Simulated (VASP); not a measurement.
# Al9N8 in VASP: single point with PBE+D3(BJ)

Aim: the single point of Al9N8 with PBE+D3(BJ).

Everything below comes from runs of VASP 6.6.1. Logs are shortened: lines on timing, memory, paths and dates and some standing lists are left out, and cuts for length are marked.

## 1. The cell of the first run

The cell holds a slab with vacuum, 17 atoms: a = 6.162 Å, b = 6.162 Å, c = 17.437 Å, α = 90.00°, β = 90.00°, γ = 120.00°.

## 2. Single point, PBE+D3(BJ), collinear spin

Input file INCAR:

```
SYSTEM = Al9N8
  PREC = Accurate
  ENCUT = 520
  EDIFF = 1E-6
  ISMEAR = -1
  SIGMA = 0.02
  LREAL = Auto
  LASPH = .True.
  NELM = 150
  ALGO = Normal
  ISIF = 2
  LWAVE = .False.
  LCHARG = .False.
  ISPIN = 2
  MAGMOM = 0 0 0 0 0 0 0 0 1 0 0 0 0 0 0 0 0
  LORBIT = 11
  GGA = PE
  IVDW = 12
  NBANDS = 52
```

Input file KPOINTS:

```
Automatic mesh
0
Gamma
  3 3 1
  0 0 0
```

Input file POSCAR:

```
Al9N8
1.0
    6.1620000000      0.0000000000      0.0000000000
   -3.0810000000      5.3364490000      0.0000000000
    0.0000000000      0.0000000000     17.4373420000
Al N
9 8
Direct
    0.1666667000      0.3333333000      0.0573482000
    0.3084022263      0.1515745836      0.2044264423
    0.1666667000      0.8333333000      0.0573482000
    0.3303248341      0.6696230290      0.2066206491
    0.6666667000      0.3333333000      0.0573482000
    0.8525147605      0.1472531357      0.2133453547
    0.6666667000      0.8333333000      0.0573482000
    0.8482079941      0.6915586021      0.2043513096
    0.1464437753     -0.1474789900      0.3372356029
    0.1706071319      0.3409988170      0.1646620719
    0.0088014414     -0.0087724778      0.2788879183
    0.1702322559      0.8295874610      0.1598752648
    0.3039444642      0.6971511663      0.3100745774
    0.6696367005      0.3303897240      0.1946332125
    1.0832792507      0.8831631639      0.5128652500
    0.6588544370      0.8293211007      0.1646063134
    1.1087463723      0.8744006548      0.4496260205
```

Potentials or basis: VASP PAW PBE potentials, release 64 (Al, N).

Started as:

```bash
$ cat potpaw_PBE.64/Al/POTCAR potpaw_PBE.64/N/POTCAR > POTCAR
$ mpirun -np 1 vasp_std > vasp.out
```

OUTCAR:

```text
SYSTEM = Al9N8
   PREC = Accurate
   ENCUT = 520
   EDIFF = 1E-6
   ISMEAR = -1
   LREAL = Auto
   LASPH = .True.
   NELM = 150
   ISIF = 2
   ISPIN = 2
   LORBIT = 11
   GGA = PE
   IVDW = 12
 IVDW          = 12

 ion  position               nearest neighbor table
   1  0.167  0.333  0.057-  10 1.87   5 3.08   5 3.08   3 3.08   3 3.08   7 3.08   7 3.08   2 3.09
                             4 3.16   6 3.20
   2  0.308  0.152  0.204-  10 1.89  12 1.89  14 1.94  11 2.06   6 2.80   9 2.81   8 2.84   4 3.04
                             3 3.08   1 3.09   4 3.13   5 3.20   8 3.33
   3  0.167  0.833  0.057-  12 1.79   8 3.08   2 3.08   7 3.08   7 3.08   1 3.08   1 3.08   5 3.08
                             5 3.08   4 3.13
   4  0.330  0.670  0.207-  13 1.83  12 1.89  16 1.90  10 1.90   9 3.00   2 3.04   8 3.04   6 3.09
                             6 3.09   8 3.13   2 3.13   3 3.13   1 3.16   7 3.16
   5  0.667  0.333  0.057-  14 2.39   1 3.08   1 3.08   3 3.08   7 3.08   7 3.08   3 3.08   8 3.20
                             2 3.20
   6  0.853  0.147  0.213-  16 1.91  10 1.91  14 1.98  11 2.02   8 2.80   2 2.80   4 3.09   4 3.09
                             7 3.20   1 3.20
   7  0.667  0.833  0.057-  16 1.87   3 3.08   3 3.08   1 3.08   5 3.08   5 3.08   1 3.08   8 3.09
                             4 3.16   6 3.20
   8  0.848  0.692  0.204-  16 1.88  12 1.89  14 1.93  11 2.06   6 2.80   9 2.81   2 2.84   4 3.04
                             3 3.08   7 3.09   4 3.13   5 3.20   2 3.33
   9  0.146  0.853  0.337-  13 1.74  11 1.79  17 1.99   8 2.81   2 2.81   4 3.00
  10  0.171  0.341  0.165-   1 1.87   2 1.89   4 1.90   6 1.91
  11  0.009  0.991  0.279-   9 1.79   6 2.02   2 2.06   8 2.06
  12  0.170  0.830  0.160-   3 1.79   8 1.89   2 1.89   4 1.89
  13  0.304  0.697  0.310-   9 1.74   4 1.83
  14  0.670  0.330  0.195-   8 1.93   2 1.94   6 1.98   5 2.39
  15  0.083  0.883  0.513-  17 1.12
  16  0.659  0.829  0.165-   7 1.87   8 1.88   4 1.90   6 1.91
  17  0.109  0.874  0.450-  15 1.12   9 1.99

  LATTYP: Found a hexagonal cell.
 ALAT       =     6.1620000000
 C/A-ratio  =     2.8298185654

  Lattice vectors:

 A1 = (   6.1620000000,   0.0000000000,   0.0000000000)
 A2 = (  -3.0810000000,   5.3364490000,   0.0000000000)
 A3 = (   0.0000000000,   0.0000000000,  17.4373420000)

Analysis of symmetry for initial positions (statically):
=====================================================================
 Subroutine PRICEL returns:
 Original cell was already a primitive cell.

 Routine SETGRP: Setting up the symmetry group for a
 hexagonal supercell.

 Subroutine GETGRP returns: Found  1 space group operations
 (whereof  1 operations were pure point group operations)
 out of a pool of 24 trial point group operations.

The static configuration has the point symmetry C_1 .

Analysis of symmetry for dynamics (positions and initial velocities):
=====================================================================
 Subroutine PRICEL returns:
 Original cell was already a primitive cell.

 Routine SETGRP: Setting up the symmetry group for a
 hexagonal supercell.

 Subroutine GETGRP returns: Found  1 space group operations
 (whereof  1 operations were pure point group operations)
 out of a pool of 24 trial point group operations.

The dynamic configuration has the point symmetry C_1 .

Analysis of structural, dynamic, and magnetic symmetry:
=====================================================================
 Subroutine PRICEL returns:
 Original cell was already a primitive cell.

 Routine SETGRP: Setting up the symmetry group for a
 hexagonal supercell.

 Subroutine GETGRP returns: Found  1 space group operations
 (whereof  1 operations were pure point group operations)
 out of a pool of 24 trial point group operations.

The overall configuration has the point symmetry C_1 .

 Subroutine INISYM returns: Found  1 space group operations
 (whereof  1 operations are pure point group operations),
 and found     1 'primitive' translations

----------------------------------------------------------------------------------------

                                     Primitive cell

  volume of cell :     573.3956

  direct lattice vectors                    reciprocal lattice vectors
[... 80 lines left out ...]
   number of dos      NEDOS =    301   number of ions     NIONS =     17
   total plane-waves  NPLWV = 322560
   dimension x,y,z NGX =    48 NGY =   48 NGZ =  140
   dimension x,y,z NGXF=    96 NGYF=   96 NGZF=  280
   ions per type =               9   8
   NGX,Y,Z   is equivalent  to a cutoff of  12.95, 12.95, 13.35 a.u.
   NGXF,Y,Z  is equivalent  to a cutoff of  25.90, 25.90, 26.69 a.u.
 SYSTEM =  Al9N8
   PREC   = accura    normal or accurate (medium, high low for compatibility)
   ISTART =      0    job   : 0-new  1-cont  2-samecut
   ICHARG =      2    charge: 1-file 2-atom 10-const
   ISPIN  =      2    spin polarized calculation?
   LNONCOLLINEAR =      F non collinear calculations
   LSORBIT =      F    spin-orbit coupling
   LASPH  =      T    aspherical Exc in radial PAW
   ENCUT  =  520.0 eV  38.22 Ry    6.18 a.u.  11.46 11.46 32.42*2*pi/ulx,y,z
   NELM   =    150;   NELMIN=  2; NELMDL= -5     # of ELM steps
   EDIFF  = 0.1E-05   stopping-criterion for ELM
   LREAL  =      T    real-space projection
   EDIFFG = 0.1E-04   stopping-criterion for IOM
   NSW    =      0    number of steps for IOM
[... 5 lines left out ...]
   TEBEG  =    0.0;   TEEND  =   0.0 temperature during run
   PSTRESS=    0.0 pullay stress
   NELECT =      67.0000    total number of electrons
   NUPDOWN=      -1.0000    fix difference up-down
   EMIN   =  10.00;   EMAX   =-10.00  energy-range for DOS
   EFERMI =   0.00;   METHOD = LEGACY
   ISMEAR =    -1;   SIGMA  =   0.02  broadening in eV -4-tet -1-fermi 0-gaus
   EFERMI_NEDOS =   21; number of points for ismear=-14 and -15
   IALGO  =     38    algorithm
   IMIX   =      4    mixing-type and parameters
     AMIX     =   0.40;   BMIX     =  1.00
     AMIX_MAG =   1.60;   BMIX_MAG =  1.00
  volume/ion in A,a.u.               =      33.73       227.62
  Fermi-wavevector in a.u.,A,eV,Ry     =   0.800353  1.512448  8.715418  0.640565
  Thomas-Fermi vector in A             =   1.907633
   LORBIT       =     11    0 simple, 1 ext, 2 COOP (PROOUT), +10 PAW based schemes
   GGA     = PE    functional components
   LHFCALC =     F    Hartree Fock is set to
   AEXX    =    0.0000 exact exchange contribution
   IVDW    =    12    specifies the selected vdW correction
   LEPSILON=     F    determine dielectric tensor
   LRPA    =     F    only Hartree local field effects (RPA)
 spin polarized calculation
  energy-cutoff  :      520.00
  volume of cell :      573.40
 maximum number of plane-waves:     15461
 NGX is ok and might be reduce to    48
   NGX = 23   NGY = 23   NGZ = 65

 number of electron      67.0000004 magnetization       0.3597330

 Free energy of the ion-electron system (eV)
  ---------------------------------------------------
  ext. energy  EPLUGINS =         0.00000000
  ---------------------------------------------------
  free energy    TOTEN  =      -106.18471040 eV

  energy without entropy =     -106.17283529  energy(sigma->0) =     -106.17877285

 E-fermi :   0.2159     XC(G=0):  -4.9877

 val. band max:        0.1741440023   @ k =   0.3333   0.3333   0.0000
 cond. band min:       0.2403734157   @ k =   0.0000   0.3333   0.0000
 fundamental gap:      0.0662294134
 Fermi energy:         0.2159308497

 spin component 1

 k-point     1 :       0.0000    0.0000    0.0000
  band No.  band energies     occupation
      1     -25.0415      1.00000
      2     -16.1420      1.00000
      3     -14.5907      1.00000
      4     -14.4766      1.00000
      5     -14.2200      1.00000
      6     -13.9811      1.00000
[... 229 lines left out ...]
     44       4.0877      0.00000
     45       4.4356      0.00000
 Fermi energy:         0.2159308497

 spin component 2

 k-point     1 :       0.0000    0.0000    0.0000
  band No.  band energies     occupation
      1     -24.9594      1.00000
      2     -16.1392      1.00000
      3     -14.5885      1.00000
      4     -14.4729      1.00000
      5     -14.2175      1.00000
      6     -13.9807      1.00000
[... 229 lines left out ...]
     44       4.1293      0.00000
     45       4.4956      0.00000
 [bands above 45 left out]

------------------------ aborting loop because EDIFF is reached ----------------------------------------

 Edisp (eV)   -2.58573

 E8    (eV) :    -1.0713

  FORCE on cell =-STRESS in cart. coord.  units (eV):
  Direction    XX          YY          ZZ          XY          YZ          ZX
  --------------------------------------------------------------------------------------
  -------------------------------------------------------------------------------------
  Total     -12.75580   -12.63386     1.30651     0.12930     0.06322    -0.25548
  in kB     -35.64216   -35.30143     3.65063     0.36128     0.17666    -0.71385
  external pressure =      -22.43 kB  Pullay stress =        0.00 kB

 VOLUME and BASIS-vectors are now :
 -----------------------------------------------------------------------------
  energy-cutoff  :      520.00
  volume of cell :      573.40
      direct lattice vectors                 reciprocal lattice vectors
     6.162000000  0.000000000  0.000000000     0.162284972  0.093695264  0.000000000
    -3.081000000  5.336449000  0.000000000     0.000000000  0.187390529  0.000000000
     0.000000000  0.000000000 17.437342000     0.000000000  0.000000000  0.057348190

 POSITION                                       TOTAL-FORCE (eV/Angst)
 -----------------------------------------------------------------------------------
      0.00000      1.77882      1.00000        -0.053202      0.114061      0.133014
      1.43337      0.80887      3.56465        -0.004879      0.000489     -0.015559
     -1.54050      4.44704      1.00000         0.093402     -0.053867     -1.113405
     -0.02765      3.57341      3.60291         0.000479     -0.000992     -0.021529
      3.08100      1.77882      1.00000         0.086342     -0.050183      0.850667
      4.79951      0.78581      3.72018         0.008537      0.001422     -0.012360
[... 9 lines left out ...]
      1.50472      4.42563      2.87030        -0.004236     -0.004789      0.019067
     -2.02393      4.66619      7.84028         0.232012     -0.069134     -1.416151
 -----------------------------------------------------------------------------------
    total drift:                               -0.000892      0.000687      0.000601

  FREE ENERGIE OF THE ION-ELECTRON SYSTEM (eV)
  ---------------------------------------------------
  free  energy   TOTEN  =      -108.7704441325 eV

  energy  without entropy=     -108.7585690254  energy(sigma->0) =     -108.76450658

 total charge

# of ion       s       p       d       tot
------------------------------------------
    1        0.428   0.314   0.000   0.742
    2        0.364   0.408   0.000   0.772
    3        0.431   0.340   0.000   0.770
    4        0.368   0.444   0.000   0.812
    5        0.458   0.245   0.000   0.703
    6        0.351   0.378   0.000   0.730
[... 9 lines left out ...]
   16        1.233   2.622   0.000   3.855
   17        1.332   2.593   0.000   3.926
--------------------------------------------------
tot         13.730  23.612   0.000  37.343

 magnetization (x)

# of ion       s       p       d       tot
------------------------------------------
    1       -0.001   0.006   0.000   0.005
    2        0.000   0.000   0.000   0.001
    3       -0.000   0.006   0.000   0.006
    4        0.000   0.001   0.000   0.001
    5       -0.000   0.009   0.000   0.009
    6       -0.000   0.001   0.000   0.000
[... 9 lines left out ...]
   16        0.000   0.002   0.000   0.002
   17        0.001   0.039   0.000   0.040
--------------------------------------------------
tot          0.002   0.141   0.000   0.143
```

Wall time 16 min (1 thread of Intel Xeon Platinum 8259CL at 2.50GHz (Skylake/Cascade Lake), shared host); peak memory 0.95 GiB.

Results:

- Free energy: -108.7704 eV
- Largest force: 1.437 eV/Å
- Net moment: 0.36 μB per cell
- Site moments: Al +0.01, +0.00 (each value once); N +0.00, -0.01, -0.00, +0.07, +0.04 (each value once) μB
- Valence electrons inside the program's atomic spheres: Al 0.74, 0.77, 0.81, 0.70, 0.73, 0.84 (each value once); N 3.85, 3.74, 3.89, 3.68, 3.70, 3.81, 3.93 (each value once)
- Dispersion energy per atom: -0.152 eV

Forces in eV/Å, atoms in the order of the input:
```
Al  -0.053  0.114  0.133
Al  -0.005  0.000 -0.016
Al   0.093 -0.054 -1.113
Al   0.000 -0.001 -0.022
Al   0.086 -0.050  0.851
Al   0.009  0.001 -0.012
Al  -0.126 -0.011  0.120
Al   0.003  0.001 -0.013
Al  -0.018  0.008  0.047
N    0.003  0.009  0.011
N   -0.015  0.005  0.000
N    0.007 -0.002  0.017
N    0.022 -0.011 -0.001
N   -0.006 -0.002  0.010
N   -0.228  0.066  1.385
N   -0.004 -0.005  0.019
N    0.232 -0.069 -1.416
```

Caveat: the k points lie up to 0.39 Å⁻¹ apart; the standard files for N, O and F lose accuracy on very short bonds; there is no dipole correction, which matters where the two faces differ.
